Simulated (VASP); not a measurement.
# Re (P6_3/mmc) in VASP: a series of runs

Runs on Re. Level: LDA. Tasks: single point.

All numbers are computed with VASP 6.6.1; they aren't measurements. Logs are shortened: lines on timing, memory, paths and dates and some standing lists are left out, and cuts for length are marked.

## (1) The cell of the first run

Symmetry: P6_3/mmc, No. 194, hexagonal system. The conventional cell has a = 2.739 Å, b = 2.739 Å, c = 4.412 Å, α = 90.00°, β = 90.00°, γ = 120.00°. Within 3.6 Å of Re (site symmetry -6m2) lie 12 Re at 2.71 to 2.74 Å.

## (2) Single point, LDA

File INCAR:

```
SYSTEM = Re
ALGO     = Normal         ! electronic algorithm
EDIFF    = 1E-6           ! SCF threshold, eV
ENCUT    = 560            ! plane-wave cutoff, eV
GGA_COMPAT= .False.      
ISIF     = 2              ! what is computed and relaxed
ISMEAR   = -1             ! smearing method
LASPH    = .True.         ! aspherical terms in the spheres
LCHARG   = .False.        ! write CHGCAR
LREAL    = .False.        ! projectors in reciprocal space
LWAVE    = .False.        ! write WAVECAR
NBANDS   = 22             ! bands
NELM     = 120            ! most SCF steps
PREC     = Accurate       ! precision mode
SIGMA    = 0.1            ! smearing width, eV
```

File KPOINTS:

```
k-points
0
Gamma
  13 13 7
  0 0 0
```

File POSCAR:

```
Re
1.0
    2.7391880258      0.0000000000      0.0000000000
   -1.3695940129      2.3722064161      0.0000000000
    0.0000000000      0.0000000000      4.4118668232
Re
2
Direct
    0.3333333333      0.6666666667      0.2500000000
    0.6666666667      0.3333333333      0.7500000000
```

Potentials or basis: VASP PAW LDA potentials, release 64 (Re_sv_GW).

Launch:

```sh
$ cat potpaw_LDA.64/Re_sv_GW/POTCAR > POTCAR
$ mpirun -np 1 vasp_std > vasp.out
```

OUTCAR:

```text
SYSTEM = Re
   EDIFF = 1E-6
   ENCUT = 560
   ISIF = 2
   ISMEAR = -1
   LASPH = .True.
   LREAL = .False.
   NELM = 120
   PREC = Accurate

 ion  position               nearest neighbor table
   1  0.333  0.667  0.250-   2 2.71   2 2.71   2 2.71   2 2.71   2 2.71   2 2.71
   2  0.667  0.333  0.750-   1 2.71   1 2.71   1 2.71   1 2.71   1 2.71   1 2.71

  LATTYP: Found a hexagonal cell.
 ALAT       =     2.7391880258
 C/A-ratio  =     1.6106476743

  Lattice vectors:

 A1 = (   2.7391880258,   0.0000000000,   0.0000000000)
 A2 = (  -1.3695940129,   2.3722064161,   0.0000000000)
 A3 = (   0.0000000000,   0.0000000000,   4.4118668232)

Analysis of symmetry for initial positions (statically):
=====================================================================
 Subroutine PRICEL returns:
 Original cell was already a primitive cell.

 Routine SETGRP: Setting up the symmetry group for a
 hexagonal supercell.

 Subroutine GETGRP returns: Found 24 space group operations
 (whereof 12 operations were pure point group operations)
 out of a pool of 24 trial point group operations.

The static configuration has the point symmetry D_3d.
 The point group associated with its full space group is D_6h.

Analysis of symmetry for dynamics (positions and initial velocities):
=====================================================================
 Subroutine PRICEL returns:
 Original cell was already a primitive cell.

 Routine SETGRP: Setting up the symmetry group for a
 hexagonal supercell.

 Subroutine GETGRP returns: Found 24 space group operations
 (whereof 12 operations were pure point group operations)
 out of a pool of 24 trial point group operations.

The dynamic configuration has the point symmetry D_3d.
 The point group associated with its full space group is D_6h.

 Subroutine INISYM returns: Found 24 space group operations
 (whereof 12 operations are pure point group operations),
 and found     1 'primitive' translations

----------------------------------------------------------------------------------------

                                     Primitive cell

  volume of cell :      28.6680

  direct lattice vectors                    reciprocal lattice vectors
     2.739188026  0.000000000  0.000000000     0.365071689  0.210774238  0.000000000
    -1.369594013  2.372206416  0.000000000     0.000000000  0.421548476  0.000000000
     0.000000000  0.000000000  4.411866823     0.000000000  0.000000000  0.226661420

  length of vectors
     2.739188026  2.739188026  4.411866823     0.421548476  0.421548476  0.226661420

  position of ions in fractional coordinates (direct lattice)
     0.333333333  0.666666667  0.250000000
     0.666666667  0.333333333  0.750000000

  ion indices of the primitive-cell ions
   primitive index   ion index
                 1           1
                 2           2

----------------------------------------------------------------------------------------

 KPOINTS: k-points

Automatic generation of k-mesh.
 Grid dimensions read from file:
 generate k-points for:   13   13    7

 Generating k-lattice:

  Cartesian coordinates                     Fractional coordinates (reciprocal lattice)
     0.028082438  0.016213403  0.000000000     0.076923077  0.000000000  0.000000000
     0.000000000  0.032426806  0.000000000     0.000000000  0.076923077  0.000000000
     0.000000000  0.000000000  0.032380203     0.000000000  0.000000000  0.142857143

  Length of vectors
     0.032426806  0.032426806  0.032380203

  Shift w.r.t. Gamma in fractional coordinates (k-lattice)
     0.000000000  0.000000000  0.000000000

 Subroutine IBZKPT returns following result:
 ===========================================

 Found     84 irreducible k-points:

 Following reciprocal coordinates:
            Coordinates               Weight
  0.000000  0.000000  0.000000      1.000000
  0.076923 -0.000000  0.000000      6.000000
  0.153846  0.000000  0.000000      6.000000
  0.230769 -0.000000  0.000000      6.000000
  0.307692  0.000000  0.000000      6.000000
  0.384615 -0.000000  0.000000      6.000000
[... 16 lines left out ...]
  0.076923 -0.000000  0.142857     12.000000
  0.153846  0.000000  0.142857     12.000000
 [... further k-points ...]
   k-points           NKPTS =     84   k-points in BZ     NKDIM =     84   number of bands    NBANDS=     22
   number of dos      NEDOS =    301   number of ions     NIONS =      2
   total plane-waves  NPLWV =  20736
   dimension x,y,z NGX =    24 NGY =   24 NGZ =   36
   dimension x,y,z NGXF=    48 NGYF=   48 NGZF=   72
   ions per type =               2
   NGX,Y,Z   is equivalent  to a cutoff of  14.57, 14.57, 13.57 a.u.
   NGXF,Y,Z  is equivalent  to a cutoff of  29.13, 29.13, 27.13 a.u.
 SYSTEM =  Re
   PREC   = accura    normal or accurate (medium, high low for compatibility)
   ISTART =      0    job   : 0-new  1-cont  2-samecut
   ICHARG =      2    charge: 1-file 2-atom 10-const
   ISPIN  =      1    spin polarized calculation?
   LNONCOLLINEAR =      F non collinear calculations
   LSORBIT =      F    spin-orbit coupling
   LASPH  =      T    aspherical Exc in radial PAW
   ENCUT  =  560.0 eV  41.16 Ry    6.42 a.u.   5.29  5.29  8.51*2*pi/ulx,y,z
   NELM   =    120;   NELMIN=  2; NELMDL= -5     # of ELM steps
   EDIFF  = 0.1E-05   stopping-criterion for ELM
   LREAL  =      F    real-space projection
   EDIFFG = 0.1E-04   stopping-criterion for IOM
   NSW    =      0    number of steps for IOM
   IBRION =     -1    ionic relax: 0-MD 1-quasi-New 2-CG
   NFREE  =      0    steps in history (QN), initial steepest desc. (CG)
   ISIF   =      2    stress and relaxation
   ISYM   =      2    0-nonsym 1-usesym 2-fastsym
   POTIM  = 0.5000    time-step for ionic-motion
   TEBEG  =    0.0;   TEEND  =   0.0 temperature during run
   PSTRESS=    0.0 pullay stress
   NELECT =      30.0000    total number of electrons
   NUPDOWN=      -1.0000    fix difference up-down
   EMIN   =  10.00;   EMAX   =-10.00  energy-range for DOS
   EFERMI =   0.00;   METHOD = LEGACY
   ISMEAR =    -1;   SIGMA  =   0.10  broadening in eV -4-tet -1-fermi 0-gaus
   EFERMI_NEDOS =   21; number of points for ismear=-14 and -15
   IALGO  =     38    algorithm
   IMIX   =      4    mixing-type and parameters
     AMIX     =   0.40;   BMIX     =  1.00
     AMIX_MAG =   1.60;   BMIX_MAG =  1.00
  volume/ion in A,a.u.               =      14.33        96.73
  Fermi-wavevector in a.u.,A,eV,Ry     =   1.662071  3.140860 37.585841  2.762481
  Thomas-Fermi vector in A             =   2.749025
   LORBIT       =      0    0 simple, 1 ext, 2 COOP (PROOUT), +10 PAW based schemes
   GGA     = CA    functional components
   LHFCALC =     F    Hartree Fock is set to
   AEXX    =    0.0000 exact exchange contribution
   IVDW    =     0    specifies the selected vdW correction
   LEPSILON=     F    determine dielectric tensor
   LRPA    =     F    only Hartree local field effects (RPA)
 non-spin polarized calculation
  energy-cutoff  :      560.00
  volume of cell :       28.67
 maximum number of plane-waves:       874
 NGX is ok and might be reduce to    24
   NGX = 11   NGY = 11   NGZ = 17

 number of electron      30.0000002 magnetization

 Free energy of the ion-electron system (eV)
  ---------------------------------------------------
  ext. energy  EPLUGINS =         0.00000000
  ---------------------------------------------------
  free energy    TOTEN  =       -30.78430173 eV

  energy without entropy =      -30.73413611  energy(sigma->0) =      -30.75921892

 E-fermi :  13.2454     XC(G=0): -14.5762

 val. band max:       13.2417082984   @ k =   0.3846   0.0769   0.4286
 cond. band min:      13.2697357588   @ k =   0.3846   0.1538   0.2857
 fundamental gap:      0.0280274604
 Fermi energy:        13.2453511909

 k-point     1 :       0.0000    0.0000    0.0000
  band No.  band energies     occupation
      1     -66.1892      2.00000
      2     -66.0463      2.00000
      3     -28.9725      2.00000
      4     -27.8063      2.00000
      5     -27.8063      2.00000
      6     -27.6100      2.00000
[... 14 lines left out ...]
     21      23.5806      0.00000
     22      26.7667      0.00000

 k-point     2 :       0.0769   -0.0000    0.0000
  band No.  band energies     occupation
      1     -66.1828      2.00000
      2     -66.0435      2.00000
      3     -28.9475      2.00000
      4     -27.8654      2.00000
      5     -27.8255      2.00000
      6     -27.6714      2.00000
[... 14 lines left out ...]
     21      23.5870      0.00000
     22      27.3295      0.00000

 k-point     3 :       0.1538    0.0000    0.0000
  band No.  band energies     occupation
      1     -66.1640      2.00000
      2     -66.0354      2.00000
      3     -28.8751      2.00000
      4     -28.0266      2.00000
      5     -27.8766      2.00000
      6     -27.8367      2.00000
[... 14 lines left out ...]
     21      23.4767      0.00000
     22      28.7701      0.00000

 k-point     4 :       0.2308   -0.0000    0.0000
  band No.  band energies     occupation
      1     -66.1368      2.00000
      2     -66.0249      2.00000
      3     -28.7641      2.00000
      4     -28.2526      2.00000
      5     -28.0604      2.00000
      6     -27.9454      2.00000
[... 14 lines left out ...]
     21      23.1389      0.00000
     22      29.1443      0.00000

 k-point     5 :       0.3077    0.0000    0.0000
  band No.  band energies     occupation
      1     -66.1059      2.00000
      2     -66.0155      2.00000
      3     -28.6284      2.00000
      4     -28.4903      2.00000
      5     -28.2881      2.00000
      6     -28.0157      2.00000
[... 417 lines left out ...]
 k-point    22 :       0.0000    0.0000    0.1429
  band No.  band energies     occupation
      1     -66.1824      2.00000
      2     -66.0534      2.00000
      3     -28.9082      2.00000
      4     -27.7966      2.00000
      5     -27.7966      2.00000
      6     -27.6537      2.00000
[... 14 lines left out ...]
     21      24.5888      0.00000
     22      26.2804      0.00000

 k-point    23 :       0.0769   -0.0000    0.1429
  band No.  band energies     occupation
      1     -66.1760      2.00000
      2     -66.0504      2.00000
      3     -28.8862      2.00000
      4     -27.8543      2.00000
      5     -27.8154      2.00000
      6     -27.7168      2.00000
[... 14 lines left out ...]
     21      24.6114      0.00000
     22      26.8299      0.00000

 k-point    24 :       0.1538    0.0000    0.1429
  band No.  band energies     occupation
      1     -66.1578      2.00000
      2     -66.0418      2.00000
      3     -28.8242      2.00000
      4     -28.0105      2.00000
      5     -27.8811      2.00000
      6     -27.8653      2.00000
[... 14 lines left out ...]
     21      24.5564      0.00000
     22      28.2631      0.00000

 [... further k-points ...]

------------------------ aborting loop because EDIFF is reached ----------------------------------------

  FORCE on cell =-STRESS in cart. coord.  units (eV):
  Direction    XX          YY          ZZ          XY          YZ          ZX
  --------------------------------------------------------------------------------------
  -------------------------------------------------------------------------------------
  Total       -0.0021360     -0.0021360     -0.0147062     -0.0000000      0.0000000      0.0000000
  in kB       -0.1193747     -0.1193747     -0.8218932     -0.0000000      0.0000000      0.0000000
  external PRESSURE =      -0.3535475 kB  Pullay stress =       0.0000000 kB

 VOLUME and BASIS-vectors are now :
 -----------------------------------------------------------------------------
  energy-cutoff  :      560.00
  volume of cell :       28.67
      direct lattice vectors                 reciprocal lattice vectors
     2.739188026  0.000000000  0.000000000     0.365071689  0.210774238  0.000000000
    -1.369594013  2.372206416  0.000000000     0.000000000  0.421548476  0.000000000
     0.000000000  0.000000000  4.411866823     0.000000000  0.000000000  0.226661420

 POSITION                                       TOTAL-FORCE (eV/Angst)
 -----------------------------------------------------------------------------------
     -0.00000      1.58147      1.10297         0.000000     -0.000000      0.000000
      1.36959      0.79074      3.30890        -0.000000      0.000000      0.000000
 -----------------------------------------------------------------------------------
    total drift:                               -0.000000      0.000000     -0.000000

  FREE ENERGIE OF THE ION-ELECTRON SYSTEM (eV)
  ---------------------------------------------------
  free  energy   TOTEN  =       -30.7843017289 eV

  energy  without entropy=      -30.7341361067  energy(sigma->0) =      -30.75921892
```

It took 67 s on 1 thread of AMD EPYC 7R43 (Zen 3), shared host; peak memory 0.14 GiB.

What came out:

| Property | Result |
| --- | --- |
| Free energy | -30.7843 eV |
| Pressure | 0.0 GPa |
| Band gap on the k mesh | zero (bands 15 and 16 overlap by 3.05 eV) |

Levels at points of the mesh, in eV from the Fermi level:
```csv
k point,band 13,band 14,band 15,band 16,band 17,band 18
"(0.00, 0.00, 0.00)",-1.64,-0.80,-0.80,0.14,0.14,0.84
```

Caveat: spin-orbit coupling is left out, which moves the levels of the heavy elements.

## (3) Single point, LDA

File INCAR:

```
SYSTEM = Re
ALGO = Normal
EDIFF = 1E-6
ENCUT = 560
GGA = CA
GGA_COMPAT = .False.
ISIF = 2
ISMEAR = 0
LASPH = .True.
LCHARG = .True.
LELF = .True.
LREAL = .False.
LVHAR = .True.
LWAVE = .False.
NBANDS = 22
NELM = 120
PREC = Accurate
SIGMA = 0.1
```

KPOINTS is that of step 2.

POSCAR is that of step 2.

Potentials or basis: VASP PAW LDA potentials, release 64 (Re_sv_GW).

Launch:

```sh
$ cat potpaw_LDA.64/Re_sv_GW/POTCAR > POTCAR
$ mpirun -np 1 vasp_std > vasp.out
```

It took 31 s on 1 thread of Intel Xeon Platinum 8488C (Sapphire Rapids), shared host; peak memory 0.17 GiB.

It converged, with:

```
Free energy            : -30.7638 eV
Pressure               : -0.2 GPa
Band gap on the k mesh : zero (bands 15 and 16 overlap by 3.05 eV)
```

Levels at points of the mesh, in eV from the Fermi level:
```csv
k point,band 11,band 12,band 13,band 14,band 15,band 16,band 17,band 18,band 19,band 20
"(0.00, 0.00, 0.00)",-1.65,-1.65,-1.61,-0.77,-0.77,0.16,0.16,0.86,3.48,3.48
```

Caveat: spin-orbit coupling is left out, which moves the levels of the heavy elements.

## (4) Single point, LDA

File INCAR:

```
ALGO = Normal
EDIFF = 1E-6
ENCUT = 560
GGA_COMPAT = False
ISIF = 2
ISMEAR = -1
LASPH = True
LCHARG = True
LELF = True
LREAL = False
LVHAR = True
LWAVE = False
NBANDS = 22
NELM = 120
PREC = Accurate
SIGMA = 0.1
```

File KPOINTS:

```
k-points
0
Gamma
  13 13 7
```

POSCAR is that of step 3.

Launch:

```sh
$ cat potpaw_LDA.64/Re_sv_GW/POTCAR > POTCAR
$ mpirun -np 1 vasp_std > vasp.out
```

Wall time 37 s (1 thread of Intel Xeon Platinum 8488C (Sapphire Rapids), shared host); peak memory 0.18 GiB.

It converged, with:

* Free energy: -30.7843 eV
* Pressure: 0.0 GPa
* Band gap on the k mesh: zero (bands 15 and 16 overlap by 3.05 eV)

Levels at points of the mesh, in eV from the Fermi level:
```
           k point  band 13  band 14  band 15  band 16  band 17  band 18
(0.00, 0.00, 0.00)    -1.64    -0.80    -0.80     0.14     0.14     0.84
```

Caveat: spin-orbit coupling is left out, which moves the levels of the heavy elements.

## (5) Single point, LDA

File INCAR:

```
ALGO = Normal
EDIFF = 1E-6
ENCUT = 560
GGA = CA
GGA_COMPAT = F
ISIF = 2
ISMEAR = -1
LASPH = T
LCHARG = F
LREAL = F
LWAVE = F
NBANDS = 22
NELM = 120
PREC = Accurate
SIGMA = 0.1
```

KPOINTS is that of step 4.

POSCAR is that of step 4.

Launch:

```sh
$ cat potpaw_LDA.64/Re_sv_GW/POTCAR > POTCAR
$ mpirun -np 1 vasp_std > vasp.out
```

It took 43 s on 1 thread of Intel Xeon Platinum 8259CL at 2.50GHz (Skylake/Cascade Lake), shared host; peak memory 0.18 GiB.

Results (log left out):

```yaml
Free_energy: -30.7843 eV
Pressure: 0.0 GPa
Band_gap_on_the_k_mesh: zero (bands 15 and 16 overlap by 3.05 eV)
```

Levels at points of the mesh, in eV from the Fermi level:
```csv
k point,band 13,band 14,band 15,band 16,band 17,band 18
"(0.00, 0.00, 0.00)",-1.64,-0.80,-0.80,0.14,0.14,0.84
```

Caveat: spin-orbit coupling is left out, which moves the levels of the heavy elements.

The gap in the log of VASP goes by the Fermi energy; the results here count the filled bands.